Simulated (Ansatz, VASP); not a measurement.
**Two plane-wave programs on Ru**

```
Ru
1.0
     2.62710    0.00000    0.00000
    -1.31355    2.27514    0.00000
     0.00000    0.00000    2.42660
Ru
1
Cartesian
  0.0000 0.0000 0.0000
```

Alike in both runs: functional PBEsol; k mesh 24 × 24 × 22; occupations gaussian, width 0.1 eV; no spin polarisation.

Ansatz relaxed the structure, and its values are those at the end. VASP's run is a single point on that final structure, the one shown.

```csv
,VASP,Ansatz
version,VASP 6.6.1,Ansatz 0.2.0
potentials or method,"VASP PAW PBE potentials, release 64 (Ru_sv), cutoff 560 eV","scalar-relativistic, plane waves, PAW"
valence electrons in the cell,16,16
```

|  | VASP | Ansatz | Ansatz less VASP |
| --- | --- | --- | --- |
| gap on the k mesh at the Fermi level (eV) | none | none | - |
| pressure (GPa) | -0.3 | 0.0 | +0.34 |

VASP's potentials were made for PBE, not for PBEsol. A gap of «none» marks a metal or a gap that the smearing closes. With one functional, cell and mesh, what is left measures potentials, basis and numerics.
